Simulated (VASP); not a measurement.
Set up this calculation in VASP 6.6.1, as the native input.

```
Task                   : relaxation of cell and atoms
Functional             : PBEsol
Potentials or basis    : VASP PAW PBE potentials, release 64 (Pd)
Cutoff                 : 600 eV
k mesh                 : 10 × 10 × 10
Occupations            : fermi-dirac, width 0.05 eV
Spin                   : no spin polarisation
Dipole correction      : no
Further INCAR settings : ALGO = Normal; EDIFF = 1e-07; IBRION = 2; EDIFFG = -0.01; NSW = 80; ISIF = 3
```

The structure of Pd lies in POSCAR:

```
Pd
1.0
    0.0000000000      1.9465000000      1.9465000000
    1.9465000000      0.0000000000      1.9465000000
    1.9465000000      1.9465000000      0.0000000000
Pd
1
Direct
    0.0000000000      0.0000000000      0.0000000000
```

One way to write it, as run:

INCAR

```
ALGO = Normal
EDIFF = 1E-7
EDIFFG = -0.01
ENCUT = 600
GGA = PS
IBRION = 2
ISIF = 3
ISMEAR = -1
LASPH = True
LCHARG = False
LREAL = False
LWAVE = False
NELM = 80
NSW = 80
PREC = Accurate
SIGMA = 0.05
```

KPOINTS

```
k-points
0
Gamma
  10 10 10
```

Potentials or basis: VASP PAW PBE potentials, release 64 (Pd).

Command:

```console
$ cat potpaw_PBE.64/Pd/POTCAR > POTCAR
$ mpirun -np 1 vasp_std > vasp.out
```

It gave:

The relaxed volume is 14.52 Å³/atom, the relaxed cell is a = 2.738 Å, b = 2.738 Å, c = 2.738 Å, α = 60.00°, β = 60.00°, γ = 60.00° and the space group after relaxing (to 0.05 Å) is Fm-3m (No. 225). The energy gained by relaxing is 2.3 meV/atom and the ionic steps are 3. The pressure after relaxing is 0.0 GPa and the band gap on the k mesh is zero (band 5 reaches 10.21 eV, above the bottom of band 6 at 8.59 eV).

Caveat: the PAW data sets were made with another functional, which shifts forces and pressure a little.

Run time: 22 s on 1 thread of Intel Xeon 8259CL, on a shared host, peak memory 0.15 GiB.
